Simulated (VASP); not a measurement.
# Au (Im-3m) in VASP: further runs, part 2 of 2

VASP 6.6.1. The steps go on from the part before.

**3. Single point, r2SCAN**

Input file POSCAR:

```
Au
1.0
   -1.6376065825      1.6376065825      1.6376065825
    1.6376065825     -1.6376065825      1.6376065825
    1.6376065825      1.6376065825     -1.6376065825
Au
1
Direct
    0.0000000000      0.0000000000      0.0000000000
```

Input file INCAR.step1:

```
PREC = Accurate
ENCUT = 520
ISMEAR = 0
SIGMA = 0.1
LREAL = False
LASPH = True
NELM = 60
NBANDS = 12
GGA = PE
ALGO = Normal
EDIFF = 1E-4
LWAVE = True
LCHARG = False
```

Input file INCAR.step2:

```
PREC = Accurate
ENCUT = 520
EDIFF = 1E-7
ISMEAR = 0
SIGMA = 0.1
LREAL = False
LASPH = True
NELM = 60
ALGO = Normal
ISIF = 2
LWAVE = False
LCHARG = False
METAGGA = R2SCAN
LMIXTAU = True
NBANDS = 12
ISTART = 1
```

Input file KPOINTS:

```
regular mesh
0
Gamma
  18 18 18
```

Potentials or basis: VASP PAW PBE potentials, release 64 (Au).

Command:

```
$ cat potpaw_PBE.64/Au/POTCAR > POTCAR
$ cp INCAR.step1 INCAR
$ mpirun -np 1 vasp_std > vasp.out
$ cp INCAR.step2 INCAR
$ mpirun -np 1 vasp_std > vasp.out
```

OUTCAR:

```text
PREC = Accurate
   ENCUT = 520
   EDIFF = 1E-7
   ISMEAR = 0
   LREAL = False
   LASPH = True
   NELM = 60
   ISIF = 2
   METAGGA = R2SCAN
   ISTART = 1

 ion  position               nearest neighbor table
   1  0.000  0.000  0.000-

  LATTYP: Found a body centered cubic cell.
 ALAT       =     3.2752131650

  Lattice vectors:

 A1 = (  -1.6376065825,   1.6376065825,   1.6376065825)
 A2 = (   1.6376065825,  -1.6376065825,   1.6376065825)
 A3 = (   1.6376065825,   1.6376065825,  -1.6376065825)

Analysis of symmetry for initial positions (statically):
=====================================================================
 Subroutine PRICEL returns:
 Original cell was already a primitive cell.

 Routine SETGRP: Setting up the symmetry group for a
 body centered cubic supercell.

 Subroutine GETGRP returns: Found 48 space group operations
 (whereof 48 operations were pure point group operations)
 out of a pool of 48 trial point group operations.

The static configuration has the point symmetry O_h .

Analysis of symmetry for dynamics (positions and initial velocities):
=====================================================================
 Subroutine PRICEL returns:
 Original cell was already a primitive cell.

 Routine SETGRP: Setting up the symmetry group for a
 body centered cubic supercell.

 Subroutine GETGRP returns: Found 48 space group operations
 (whereof 48 operations were pure point group operations)
 out of a pool of 48 trial point group operations.

The dynamic configuration has the point symmetry O_h .

 Subroutine INISYM returns: Found 48 space group operations
 (whereof 48 operations are pure point group operations),
 and found     1 'primitive' translations

----------------------------------------------------------------------------------------

                                     Primitive cell

  volume of cell :      17.5666

  direct lattice vectors                    reciprocal lattice vectors
    -1.637606582  1.637606582  1.637606582     0.000000000  0.305323638  0.305323638
     1.637606582 -1.637606582  1.637606582     0.305323638  0.000000000  0.305323638
     1.637606582  1.637606582 -1.637606582     0.305323638  0.305323638  0.000000000

  length of vectors
     2.836417804  2.836417804  2.836417804     0.431792830  0.431792830  0.431792830

  position of ions in fractional coordinates (direct lattice)
     0.000000000  0.000000000  0.000000000

  ion indices of the primitive-cell ions
   primitive index   ion index
                 1           1

----------------------------------------------------------------------------------------

 KPOINTS: regular mesh

Automatic generation of k-mesh.
 Grid dimensions read from file:
 generate k-points for:   18   18   18

 Generating k-lattice:

  Cartesian coordinates                     Fractional coordinates (reciprocal lattice)
     0.000000000  0.016962424  0.016962424     0.055555556  0.000000000  0.000000000
     0.016962424  0.000000000  0.016962424     0.000000000  0.055555556  0.000000000
     0.016962424  0.016962424  0.000000000     0.000000000  0.000000000  0.055555556

  Length of vectors
     0.023988491  0.023988491  0.023988491

  Shift w.r.t. Gamma in fractional coordinates (k-lattice)
     0.000000000  0.000000000  0.000000000

 Subroutine IBZKPT returns following result:
 ===========================================

 Found    195 irreducible k-points:

 Following reciprocal coordinates:
            Coordinates               Weight
  0.000000  0.000000  0.000000      1.000000
  0.055556  0.000000  0.000000     12.000000
  0.111111  0.000000  0.000000     12.000000
  0.166667  0.000000  0.000000     12.000000
  0.222222  0.000000  0.000000     12.000000
  0.277778  0.000000  0.000000     12.000000
[... 16 lines left out ...]
  0.333333  0.111111 -0.000000     48.000000
  0.388889  0.111111  0.000000     48.000000
 [... further k-points ...]
   k-points           NKPTS =    195   k-points in BZ     NKDIM =    195   number of bands    NBANDS=     12
   number of dos      NEDOS =    301   number of ions     NIONS =      1
   total plane-waves  NPLWV =  13824
   dimension x,y,z NGX =    24 NGY =   24 NGZ =   24
   dimension x,y,z NGXF=    48 NGYF=   48 NGZF=   48
   ions per type =               1
   NGX,Y,Z   is equivalent  to a cutoff of  14.07, 14.07, 14.07 a.u.
   NGXF,Y,Z  is equivalent  to a cutoff of  28.13, 28.13, 28.13 a.u.
 SYSTEM =  unknown system
   PREC   = accura    normal or accurate (medium, high low for compatibility)
   ISTART =      1    job   : 0-new  1-cont  2-samecut
   ICHARG =      0    charge: 1-file 2-atom 10-const
   ISPIN  =      1    spin polarized calculation?
   LNONCOLLINEAR =      F non collinear calculations
   LSORBIT =      F    spin-orbit coupling
   LASPH  =      T    aspherical Exc in radial PAW
   ENCUT  =  520.0 eV  38.22 Ry    6.18 a.u.   5.27  5.27  5.27*2*pi/ulx,y,z
   NELM   =     60;   NELMIN=  2; NELMDL=  0     # of ELM steps
   EDIFF  = 0.1E-06   stopping-criterion for ELM
   LREAL  =      F    real-space projection
   EDIFFG = 0.1E-05   stopping-criterion for IOM
   NSW    =      0    number of steps for IOM
   IBRION =     -1    ionic relax: 0-MD 1-quasi-New 2-CG
   NFREE  =      0    steps in history (QN), initial steepest desc. (CG)
   ISIF   =      2    stress and relaxation
   ISYM   =      2    0-nonsym 1-usesym 2-fastsym
   POTIM  = 0.5000    time-step for ionic-motion
   TEBEG  =    0.0;   TEEND  =   0.0 temperature during run
   PSTRESS=    0.0 pullay stress
   NELECT =      11.0000    total number of electrons
   NUPDOWN=      -1.0000    fix difference up-down
   EMIN   =  10.00;   EMAX   =-10.00  energy-range for DOS
   EFERMI =   0.00;   METHOD = LEGACY
   ISMEAR =     0;   SIGMA  =   0.10  broadening in eV -4-tet -1-fermi 0-gaus
   EFERMI_NEDOS =   21; number of points for ismear=-14 and -15
   IALGO  =     38    algorithm
   IMIX   =      4    mixing-type and parameters
     AMIX     =   0.40;   BMIX     =  1.00
     AMIX_MAG =   1.60;   BMIX_MAG =  1.00
  volume/ion in A,a.u.               =      17.57       118.55
  Fermi-wavevector in a.u.,A,eV,Ry     =   1.400585  2.646722 26.689712  1.961638
  Thomas-Fermi vector in A             =   2.523531
   LORBIT       =      0    0 simple, 1 ext, 2 COOP (PROOUT), +10 PAW based schemes
   METAGGA = R2SCAN    functional components
   LHFCALC =     F    Hartree Fock is set to
   AEXX    =    0.0000 exact exchange contribution
   IVDW    =     0    specifies the selected vdW correction
   LEPSILON=     F    determine dielectric tensor
   LRPA    =     F    only Hartree local field effects (RPA)
 non-spin polarized calculation
 Gauss-broadening in eV      SIGMA  =   0.10
  energy-cutoff  :      520.00
  volume of cell :       17.57
 maximum number of plane-waves:       490
 NGX is ok and might be reduce to    24
   NGX = 11   NGY = 11   NGZ = 11

 number of electron      11.0000001 magnetization

 Free energy of the ion-electron system (eV)
  ---------------------------------------------------
  ext. energy  EPLUGINS =         0.00000000
  ---------------------------------------------------
  free energy    TOTEN  =       -50.57528907 eV

  energy without entropy =      -50.57442576  energy(sigma->0) =      -50.57485741

 E-fermi :   8.9329     XC(G=0): -13.4129

 val. band max:        8.9108543584   @ k =   0.5000   0.5000   0.0556
 cond. band min:       9.0034482391   @ k =  -0.3333   0.3333   0.3333
 fundamental gap:      0.0925938807
 Fermi energy:         8.9328821845

 k-point     1 :       0.0000    0.0000    0.0000
  band No.  band energies     occupation
      1      -0.9159      2.00000
      2       3.8521      2.00000
      3       3.8521      2.00000
      4       3.8521      2.00000
      5       5.7395      2.00000
      6       5.7395      2.00000
      7      26.2525      0.00000
      8      26.2525      0.00000
      9      26.2525      0.00000
     10      33.5522      0.00000
     11      33.5522      0.00000
     12      33.5522      0.00000
[... 331 lines left out ...]
 k-point    24 :       0.3889    0.1111    0.0000
  band No.  band energies     occupation
      1       1.8575      2.00000
      2       2.9104      2.00000
      3       5.3497      2.00000
      4       5.6165      2.00000
      5       6.4260      2.00000
      6       9.0623      0.06716
      7      13.3974      0.00000
      8      21.1283      0.00000
      9      22.9113      0.00000
     10      30.7935      0.00000
     11      32.6307      0.00000
     12      32.8635      0.00000

 [... further k-points ...]
[... 5 lines left out ...]
  --------------------------------------------------------------------------------------
  -------------------------------------------------------------------------------------
  Total        0.0296138      0.0296138      0.0296138      0.0000000     -0.0000000     -0.0000000
  in kB        2.7009502      2.7009502      2.7009502      0.0000000     -0.0000000     -0.0000000
  external PRESSURE =       2.7009502 kB  Pullay stress =       0.0000000 kB

 VOLUME and BASIS-vectors are now :
 -----------------------------------------------------------------------------
  energy-cutoff  :      520.00
  volume of cell :       17.57
      direct lattice vectors                 reciprocal lattice vectors
    -1.637606582  1.637606582  1.637606582     0.000000000  0.305323638  0.305323638
     1.637606582 -1.637606582  1.637606582     0.305323638  0.000000000  0.305323638
     1.637606582  1.637606582 -1.637606582     0.305323638  0.305323638  0.000000000

 POSITION                                       TOTAL-FORCE (eV/Angst)
 -----------------------------------------------------------------------------------
      0.00000      0.00000      0.00000        -0.000000      0.000000     -0.000000
 -----------------------------------------------------------------------------------
    total drift:                                0.000000      0.000000     -0.000000

  FREE ENERGIE OF THE ION-ELECTRON SYSTEM (eV)
  ---------------------------------------------------
  free  energy   TOTEN  =       -50.5752890666 eV

  energy  without entropy=      -50.5744257628  energy(sigma->0) =      -50.57485741
```

OUTCAR.step1:

```text
PREC = Accurate
   ENCUT = 520
   ISMEAR = 0
   LREAL = False
   LASPH = True
   NELM = 60
[... 575 lines left out ...]

 POSITION                                       TOTAL-FORCE (eV/Angst)
 -----------------------------------------------------------------------------------
      0.00000      0.00000      0.00000        -0.000000      0.000000     -0.000000
 -----------------------------------------------------------------------------------
    total drift:                               -0.000000      0.000000     -0.000000

  FREE ENERGIE OF THE ION-ELECTRON SYSTEM (eV)
  ---------------------------------------------------
  free  energy   TOTEN  =        -3.1970629120 eV

  energy  without entropy=       -3.1964840971  energy(sigma->0) =       -3.19677350
```

OSZICAR.step1:

```text
N       E                     dE             d eps       ncg     rms          rms(c)
DAV:   1     0.484197223302E+02    0.48420E+02   -0.55517E+03  4888   0.811E+02
DAV:   2    -0.279906131365E+01   -0.51219E+02   -0.48022E+02  5544   0.184E+02
DAV:   3    -0.347236329873E+01   -0.67330E+00   -0.67282E+00  5568   0.204E+01
DAV:   4    -0.347465039620E+01   -0.22871E-02   -0.22870E-02  5300   0.138E+00
DAV:   5    -0.347466726929E+01   -0.16873E-04   -0.16875E-04  5548   0.114E-01    0.827E+00
DAV:   6    -0.321695866040E+01    0.25771E+00   -0.72381E-01  5056   0.675E+00    0.536E+00
DAV:   7    -0.319919195240E+01    0.17767E-01   -0.60316E-02  5456   0.197E+00    0.268E+00
DAV:   8    -0.319707791860E+01    0.21140E-02   -0.12960E-03  5132   0.305E-01    0.249E-01
DAV:   9    -0.319706291200E+01    0.15007E-04   -0.70219E-06  3012   0.236E-02
   1 F= -.31970629E+01 E0= -.31967735E+01  d E =-.578815E-03
```

It took 95 s on 1 thread of Intel Xeon Platinum 8259CL at 2.50GHz (Skylake/Cascade Lake), shared host; peak memory 0.18 GiB.

Results:

```yaml
Free_energy: -50.5753 eV
Pressure: 0.3 GPa
```

Caveat: the PAW data sets were made with another functional, which shifts forces and pressure a little; spin-orbit coupling is left out, which moves the levels of the heavy elements.

**4. Relaxation of cell and atoms, r2SCAN**

This run uses another cell than the first one, of 17.61 Å³/atom, 1.003 times its volume.

Input file POSCAR:

```
Au
1.0
   -1.6389869534      1.6389869534      1.6389869534
    1.6389869534     -1.6389869534      1.6389869534
    1.6389869534      1.6389869534     -1.6389869534
Au
1
Direct
    0.0000000000      0.0000000000      0.0000000000
```

Input file INCAR.step1:

```
PREC = Accurate ; ENCUT = 600
ISMEAR = 0 ; SIGMA = 0.1
LREAL = False ; LASPH = True
NELM = 100 ; GGA = PE
ALGO = Normal ; EDIFF = 1E-4
LWAVE = True ; LCHARG = False
```

Input file INCAR.step2:

```
PREC = Accurate ; ENCUT = 600
EDIFF = 1E-6 ; ISMEAR = 0
SIGMA = 0.1 ; LREAL = False
LASPH = True ; NELM = 100
ALGO = Normal ; ISIF = 3
LWAVE = False ; LCHARG = False
METAGGA = R2SCAN ; LMIXTAU = True
IBRION = 2 ; NSW = 80
EDIFFG = -0.01 ; ISTART = 1
```

KPOINTS is that of step 3.

Command:

```
$ cat potpaw_PBE.64/Au/POTCAR > POTCAR
$ cp INCAR.step1 INCAR
$ mpirun -np 1 vasp_std > vasp.out
$ cp INCAR.step2 INCAR
$ mpirun -np 1 vasp_std > vasp.out
```

Run time: 67 s. Hardware: 1 thread of Intel Xeon Platinum 8259CL at 2.50GHz (Skylake/Cascade Lake), shared host; peak memory 0.18 GiB.

Results (log left out):

- Free energy: -50.5749 eV
- Pressure after relaxing: 0.0 GPa

Final structure:
```
Au
1.0
    -1.63899    1.63899    1.63899
     1.63899   -1.63899    1.63899
     1.63899    1.63899   -1.63899
Au
1
Direct
  0.00000 0.00000 0.00000
```

Levels at points of the mesh, in eV from the Fermi level:
```
           k point  band 4  band 5  band 6  band 7  band 8  band 9
(0.00, 0.00, 0.00)   -5.07   -3.19   -3.19   17.32   17.32   17.32
(0.50, 0.00, 0.00)   -3.01   -1.66   -0.42    3.40   12.99   14.18
(0.50, 0.50, 0.50)   -2.04   -2.04    6.52    6.52    6.52    9.65
```

Caveat: the relaxation stopped at its first step, so nothing moved; the PAW data sets were made with another functional, which shifts forces and pressure a little; spin-orbit coupling is left out, which moves the levels of the heavy elements.
